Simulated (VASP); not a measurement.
Wanted: the native input for a VASP 6.6.1 run.

```
Task                   : single point
Functional             : r2SCAN
Potentials or basis    : VASP PAW PBE potentials, release 64 (Ni)
Cutoff                 : 520 eV
k mesh                 : 9 × 9 × 8
Occupations            : gaussian, width 0.1 eV
Spin                   : collinear spin, ferromagnetic start
Starting moments       : [2.0] μB
Dipole correction      : no
Further INCAR settings : ALGO = Normal; EDIFF = 1e-07; NBANDS = 15
```

The system is Ni.

```
CELL_PARAMETERS angstrom
2.36993 0.00000 0.00000
-1.18496 2.05242 0.00000
0.00000 0.00000 2.21440
ATOMIC_POSITIONS crystal
Ni 0.00000 0.00000 0.00000
```

These files were run (other wordings do the same):

POSCAR

```
Ni
1.0
    2.3699257234      0.0000000000      0.0000000000
   -1.1849628617      2.0524158815      0.0000000000
    0.0000000000      0.0000000000      2.2143993478
Ni
1
Direct
    0.0000000000      0.0000000000      0.0000000000
```

INCAR.step1

```
ALGO = Normal
EDIFF = 1E-4
ENCUT = 520
GGA = PE
ISMEAR = 0
ISPIN = 2
LASPH = True
LCHARG = False
LMAXMIX = 4
LREAL = False
LWAVE = True
MAGMOM = 2
NBANDS = 15
NELM = 150
PREC = Accurate
SIGMA = 0.1
```

INCAR.step2

```
ALGO = Normal
EDIFF = 1E-7
ENCUT = 520
ISIF = 2
ISMEAR = 0
ISPIN = 2
ISTART = 1
LASPH = True
LCHARG = False
LMAXMIX = 4
LMIXTAU = True
LORBIT = 11
LREAL = False
LWAVE = False
MAGMOM = 2
METAGGA = R2SCAN
NBANDS = 15
NELM = 150
PREC = Accurate
SIGMA = 0.1
```

KPOINTS

```
k-points
0
Gamma
  9 9 8
```

Potentials or basis: VASP PAW PBE potentials, release 64 (Ni).

Command:

```bash
$ cat potpaw_PBE.64/Ni/POTCAR > POTCAR
$ cp INCAR.step1 INCAR
$ mpirun -np 1 vasp_std > vasp.out
$ cp INCAR.step2 INCAR
$ mpirun -np 1 vasp_std > vasp.out
```

It gave:

```json
{
  "Pressure": "12.7 GPa",
  "Net moment": "0.69 μB per cell",
  "Site moments": "Ni +0.70 μB",
  "Valence electrons inside the program's atomic spheres": "Ni 9.47"
}
```

Caveat: the PAW data sets were made with another functional, which shifts forces and pressure a little.

Run time: 45 s on 1 thread of Intel(R) Xeon(R) 6975P-C (Granite Rapids) (shared host), peak memory 0.13 GiB.
